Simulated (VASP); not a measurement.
# CdF2 (I4/mmm) in VASP: a series of runs, part 2 of 2

VASP 6.6.1. The steps go on from the part before.

**4. Single point, PBEsol (11.97 Å³/atom)**

The input, INCAR:

```
ALGO     = Normal         # electronic algorithm
EDIFF    = 1E-6           # SCF threshold, eV
ENCUT    = 700            # plane-wave cutoff, eV
GGA      = PS             # functional
GGA_COMPAT= False        
ISIF     = 2              # what is computed and relaxed
ISMEAR   = 0              # smearing method
LASPH    = True           # aspherical terms in the spheres
LCHARG   = False          # write CHGCAR
LREAL    = False          # projectors in reciprocal space
LWAVE    = False          # write WAVECAR
NBANDS   = 24             # bands
NELM     = 120            # most SCF steps
PREC     = Accurate       # precision mode
SIGMA    = 0.05           # smearing width, eV
```

The input, KPOINTS:

```
k-points
0
Gamma
  8 8 8
```

The input, POSCAR:

```
CdF2
1.0
    0.0000000000      2.5835116028      2.6891772273
    2.5835116028      0.0000000000      2.6891772273
    2.5835116028      2.5835116028      0.0000000000
Cd F
1 2
Direct
    0.0000000000      0.0000000000      0.0000000000
    0.2500000000      0.2500000000      0.2500000000
    0.7500000000      0.7500000000      0.7500000000
```

Potentials or basis: VASP PAW PBE potentials, release 64 (Cd_sv_GW, F).

Started as:

```sh
> cat potpaw_PBE.64/Cd_sv_GW/POTCAR potpaw_PBE.64/F/POTCAR > POTCAR
> mpirun -np 1 vasp_std > vasp.out
```

OUTCAR:

```text
EDIFF = 1E-6
   ENCUT = 700
   GGA = PS
   ISIF = 2
   ISMEAR = 0
   LASPH = True
   LREAL = False
   NELM = 120
   PREC = Accurate

 ion  position               nearest neighbor table
   1  0.000  0.000  0.000-   3 2.27   3 2.27   3 2.27   2 2.27   3 2.27   2 2.27   2 2.27   2 2.27

   2  0.250  0.250  0.250-   1 2.27   1 2.27   1 2.27   1 2.27
   3  0.750  0.750  0.750-   1 2.27   1 2.27   1 2.27   1 2.27

  LATTYP: Found a body centered tetragonal cell.
 ALAT       =     3.6536371472
 C/A-ratio  =     1.4720548970

  Lattice vectors:

 A1 = (  -2.5835116028,   0.0000000000,   2.6891772273)
 A2 = (   2.5835116028,   0.0000000000,   2.6891772273)
 A3 = (   0.0000000000,   2.5835116028,  -2.6891772273)

Analysis of symmetry for initial positions (statically):
=====================================================================
 Subroutine PRICEL returns:
 Original cell was already a primitive cell.

 Routine SETGRP: Setting up the symmetry group for a
 body centered tetragonal supercell.

 Subroutine GETGRP returns: Found 16 space group operations
 (whereof 16 operations were pure point group operations)
 out of a pool of 16 trial point group operations.

The static configuration has the point symmetry D_4h.

Analysis of symmetry for dynamics (positions and initial velocities):
=====================================================================
 Subroutine PRICEL returns:
 Original cell was already a primitive cell.

 Routine SETGRP: Setting up the symmetry group for a
 body centered tetragonal supercell.

 Subroutine GETGRP returns: Found 16 space group operations
 (whereof 16 operations were pure point group operations)
 out of a pool of 16 trial point group operations.

The dynamic configuration has the point symmetry D_4h.

 Subroutine INISYM returns: Found 16 space group operations
 (whereof 16 operations are pure point group operations),
 and found     1 'primitive' translations

----------------------------------------------------------------------------------------

                                     Primitive cell

  volume of cell :      35.8980

  direct lattice vectors                    reciprocal lattice vectors
     0.000000000  2.583511603  2.689177227    -0.193535032  0.193535032  0.185930475
     2.583511603  0.000000000  2.689177227     0.193535032 -0.193535032  0.185930475
     2.583511603  2.583511603  0.000000000     0.193535032  0.193535032 -0.185930475

  length of vectors
     3.729102621  3.729102621  3.653637147     0.330880278  0.330880278  0.330880278

  position of ions in fractional coordinates (direct lattice)
     0.000000000  0.000000000  0.000000000
     0.250000000  0.250000000  0.250000000
     0.750000000  0.750000000  0.750000000

  ion indices of the primitive-cell ions
   primitive index   ion index
                 1           1
                 2           2
                 3           3

----------------------------------------------------------------------------------------

 KPOINTS: k-points

Automatic generation of k-mesh.
 Grid dimensions read from file:
 generate k-points for:    8    8    8

 Generating k-lattice:

  Cartesian coordinates                     Fractional coordinates (reciprocal lattice)
    -0.024191879  0.024191879  0.023241309     0.125000000  0.000000000  0.000000000
     0.024191879 -0.024191879  0.023241309     0.000000000  0.125000000  0.000000000
     0.024191879  0.024191879 -0.023241309     0.000000000  0.000000000  0.125000000

  Length of vectors
     0.041360035  0.041360035  0.041360035

  Shift w.r.t. Gamma in fractional coordinates (k-lattice)
     0.000000000  0.000000000  0.000000000

 Subroutine IBZKPT returns following result:
 ===========================================

 Found     59 irreducible k-points:

 Following reciprocal coordinates:
            Coordinates               Weight
  0.000000  0.000000  0.000000      1.000000
  0.125000  0.000000  0.000000      8.000000
  0.250000  0.000000  0.000000      8.000000
  0.375000  0.000000  0.000000      8.000000
  0.500000  0.000000  0.000000      4.000000
  0.125000  0.125000  0.000000      2.000000
[... 16 lines left out ...]
  0.250000  0.000000  0.125000     16.000000
  0.375000  0.000000  0.125000     16.000000
 [... further k-points ...]
   k-points           NKPTS =     59   k-points in BZ     NKDIM =     59   number of bands    NBANDS=     24
   number of dos      NEDOS =    301   number of ions     NIONS =      3
   total plane-waves  NPLWV =  32768
   dimension x,y,z NGX =    32 NGY =   32 NGZ =   32
   dimension x,y,z NGXF=    64 NGYF=   64 NGZF=   64
   ions per type =               1   2
   NGX,Y,Z   is equivalent  to a cutoff of  14.27, 14.27, 14.56 a.u.
   NGXF,Y,Z  is equivalent  to a cutoff of  28.53, 28.53, 29.12 a.u.
 SYSTEM =  unknown system
   PREC   = accura    normal or accurate (medium, high low for compatibility)
   ISTART =      0    job   : 0-new  1-cont  2-samecut
   ICHARG =      2    charge: 1-file 2-atom 10-const
   ISPIN  =      1    spin polarized calculation?
   LNONCOLLINEAR =      F non collinear calculations
   LSORBIT =      F    spin-orbit coupling
   LASPH  =      T    aspherical Exc in radial PAW
   ENCUT  =  700.0 eV  51.45 Ry    7.17 a.u.   8.04  8.04  7.88*2*pi/ulx,y,z
   NELM   =    120;   NELMIN=  2; NELMDL= -5     # of ELM steps
   EDIFF  = 0.1E-05   stopping-criterion for ELM
   LREAL  =      F    real-space projection
   EDIFFG = 0.1E-04   stopping-criterion for IOM
   NSW    =      0    number of steps for IOM
   IBRION =     -1    ionic relax: 0-MD 1-quasi-New 2-CG
   NFREE  =      0    steps in history (QN), initial steepest desc. (CG)
   ISIF   =      2    stress and relaxation
   ISYM   =      2    0-nonsym 1-usesym 2-fastsym
   POTIM  = 0.5000    time-step for ionic-motion
   TEBEG  =    0.0;   TEEND  =   0.0 temperature during run
   PSTRESS=    0.0 pullay stress
   NELECT =      34.0000    total number of electrons
   NUPDOWN=      -1.0000    fix difference up-down
   EMIN   =  10.00;   EMAX   =-10.00  energy-range for DOS
   EFERMI =   0.00;   METHOD = LEGACY
   ISMEAR =     0;   SIGMA  =   0.05  broadening in eV -4-tet -1-fermi 0-gaus
   EFERMI_NEDOS =   21; number of points for ismear=-14 and -15
   IALGO  =     38    algorithm
   IMIX   =      4    mixing-type and parameters
     AMIX     =   0.40;   BMIX     =  1.00
     AMIX_MAG =   1.60;   BMIX_MAG =  1.00
  volume/ion in A,a.u.               =      11.97        80.75
  Fermi-wavevector in a.u.,A,eV,Ry     =   1.607722  3.038155 35.167947  2.584771
  Thomas-Fermi vector in A             =   2.703706
   LORBIT       =      0    0 simple, 1 ext, 2 COOP (PROOUT), +10 PAW based schemes
   GGA     = PS    functional components
   LHFCALC =     F    Hartree Fock is set to
   AEXX    =    0.0000 exact exchange contribution
   IVDW    =     0    specifies the selected vdW correction
   LEPSILON=     F    determine dielectric tensor
   LRPA    =     F    only Hartree local field effects (RPA)
 non-spin polarized calculation
 Gauss-broadening in eV      SIGMA  =   0.05
  energy-cutoff  :      700.00
  volume of cell :       35.90
 maximum number of plane-waves:      1523
   NGX = 17   NGY = 17   NGZ = 15

 number of electron      34.0000007 magnetization

 Free energy of the ion-electron system (eV)
  ---------------------------------------------------
  ext. energy  EPLUGINS =         0.00000000
  ---------------------------------------------------
  free energy    TOTEN  =       -11.60404325 eV

  energy without entropy =      -11.60404325  energy(sigma->0) =      -11.60404325

 E-fermi :   1.8746     XC(G=0): -11.3578

 val. band max:        1.4078688229   @ k =  -0.2500   0.2500   0.5000
 cond. band min:       4.5813051411   @ k =   0.0000   0.0000   0.0000
 fundamental gap:      3.1734363181
 Fermi energy:         1.8745906373

 k-point     1 :       0.0000    0.0000    0.0000
  band No.  band energies     occupation
      1     -96.7872      2.00000
      2     -57.9272      2.00000
      3     -57.9272      2.00000
      4     -57.9101      2.00000
      5     -19.8597      2.00000
      6     -18.4548      2.00000
[... 16 lines left out ...]
     23      21.2162      0.00000
     24      22.1398      0.00000
[... 598 lines left out ...]
      2     -57.9301      2.00000
      3     -57.9280      2.00000
      4     -57.9112      2.00000
      5     -19.4272      2.00000
      6     -18.8383      2.00000
[... 16 lines left out ...]
     23      20.8110      0.00000
     24      22.8551      0.00000

 [... further k-points ...]

------------------------ aborting loop because EDIFF is reached ----------------------------------------

  FORCE on cell =-STRESS in cart. coord.  units (eV):
  Direction    XX          YY          ZZ          XY          YZ          ZX
  --------------------------------------------------------------------------------------
  -------------------------------------------------------------------------------------
  Total        2.7288469      2.7288469      1.6926596      0.0000000      0.0000000     -0.0000000
  in kB      121.7922064    121.7922064     75.5457358      0.0000000      0.0000000     -0.0000000
  external PRESSURE =     106.3767162 kB  Pullay stress =       0.0000000 kB

 VOLUME and BASIS-vectors are now :
 -----------------------------------------------------------------------------
  energy-cutoff  :      700.00
  volume of cell :       35.90
      direct lattice vectors                 reciprocal lattice vectors
     0.000000000  2.583511603  2.689177227    -0.193535032  0.193535032  0.185930475
     2.583511603  0.000000000  2.689177227     0.193535032 -0.193535032  0.185930475
     2.583511603  2.583511603  0.000000000     0.193535032  0.193535032 -0.185930475

 POSITION                                       TOTAL-FORCE (eV/Angst)
 -----------------------------------------------------------------------------------
      0.00000      0.00000      0.00000         0.000000     -0.000000      0.000000
      1.29176      1.29176      1.34459        -0.000000     -0.000000      0.000000
      3.87527      3.87527      4.03377         0.000000      0.000000     -0.000000
 -----------------------------------------------------------------------------------
    total drift:                                0.000000     -0.000000      0.000000

  FREE ENERGIE OF THE ION-ELECTRON SYSTEM (eV)
  ---------------------------------------------------
  free  energy   TOTEN  =       -11.6040432498 eV

  energy  without entropy=      -11.6040432498  energy(sigma->0) =      -11.60404325
```

It took 45 s on 1 thread of AMD EPYC 9R45 (Zen 5), shared host; peak memory 0.21 GiB.

What came out:

| Item | Value |
| --- | --- |
| Free energy | -11.6040 eV |
| Pressure | 10.6 GPa |
| Band gap on the k mesh | 3.17 eV (least direct gap 3.49 eV) |

Caveat: the cell stands under pressure; the PAW data sets were made with another functional, which shifts forces and pressure a little. A k mesh can miss the band edges.

**5. Single point, PBEsol (12.49 Å³/atom)**

This run uses another cell than the first one, of 12.49 Å³/atom.

The input, INCAR:

```
SYSTEM = CdF2
  PREC = Accurate
  ENCUT = 700
  EDIFF = 1E-6
  ISMEAR = 0
  SIGMA = 0.05
  LREAL = .False.
  LASPH = .True.
  NELM = 120
  ALGO = Normal
  ISIF = 2
  LWAVE = .False.
  LCHARG = .False.
  GGA = PS
  NBANDS = 24
  GGA_COMPAT = .False.
```

The input, KPOINTS:

```
regular mesh
0
Gamma
  8 8 8
  0 0 0
```

The input, POSCAR:

```
CdF2
1.0
    0.0000000000      2.6204056492      2.7275802403
    2.6204056492      0.0000000000      2.7275802403
    2.6204056492      2.6204056492      0.0000000000
Cd F
1 2
Direct
    0.0000000000      0.0000000000      0.0000000000
    0.2500000000      0.2500000000      0.2500000000
    0.7500000000      0.7500000000      0.7500000000
```

Started as:

```sh
> cat potpaw_PBE.64/Cd_sv_GW/POTCAR potpaw_PBE.64/F/POTCAR > POTCAR
> mpirun -np 1 vasp_std > vasp.out
```

It took 89 s on 1 thread of AMD EPYC 7R43 (Zen 3), shared host; peak memory 0.22 GiB.

Results (log left out):

```yaml
Free_energy: -11.6813 eV
Pressure: 4.5 GPa
Band_gap_on_the_k_mesh: 3.02 eV (least direct gap 3.41 eV)
```

Stress tensor (GPa, compression positive):
```
5.99 0.00 0.00
0.00 5.99 0.00
0.00 0.00 1.45
```

Levels at points of the mesh, in eV from the valence-band top:
```csv
k point,band 14,band 15,band 16,band 17,band 18,band 19,band 20,band 21
"(0.00, 0.00, 0.00)",-1.02,-0.51,-0.51,-0.39,3.02,12.64,12.64,12.73
"(0.50, 0.00, 0.00)",-2.13,-2.03,-0.40,-0.39,7.35,9.03,14.52,14.83
"(0.50, 0.50, 0.00)",-3.24,-0.80,-0.09,-0.09,8.23,9.76,11.76,14.58
"(0.50, 0.00, 0.50)",-3.14,-0.56,-0.20,-0.08,8.17,9.63,11.76,14.13
```

Caveat: the cell stands under pressure; the PAW data sets were made with another functional, which shifts forces and pressure a little.

**6. The runs side by side**

```csv
cell,gap on the mesh (eV),pressure (GPa)
"a = 3.743, b = 3.743, c = 3.629 Å, angles 61.0, 61.0, 58.0°, 3 atoms",3.13,10.6
"a = 3.769, b = 3.769, c = 3.731 Å, angles 60.3, 60.3, 59.3°, 3 atoms",3.05,4.5
"a = 3.729, b = 3.729, c = 3.654 Å, angles 60.7, 60.7, 58.7°, 3 atoms",3.17,10.6
"a = 3.782, b = 3.782, c = 3.706 Å, angles 60.7, 60.7, 58.7°, 3 atoms",3.02,4.5
```

Alike in all rows: task single point; level PBEsol; potentials or basis VASP PAW PBE potentials, release 64 (Cd_sv_GW, F); no spin polarisation; k mesh 8 × 8 × 8; cutoff (eV) 700; smearing gaussian 0.05 eV.

Caveats: the PAW data sets were made with another functional, which shifts forces and pressure a little; the cell stands under pressure (at least some runs); the stress differs along the axes, from 6 to 13 GPa (at least some runs).

Total energies depend on the potentials used, so only differences within one code and one set of settings carry meaning.
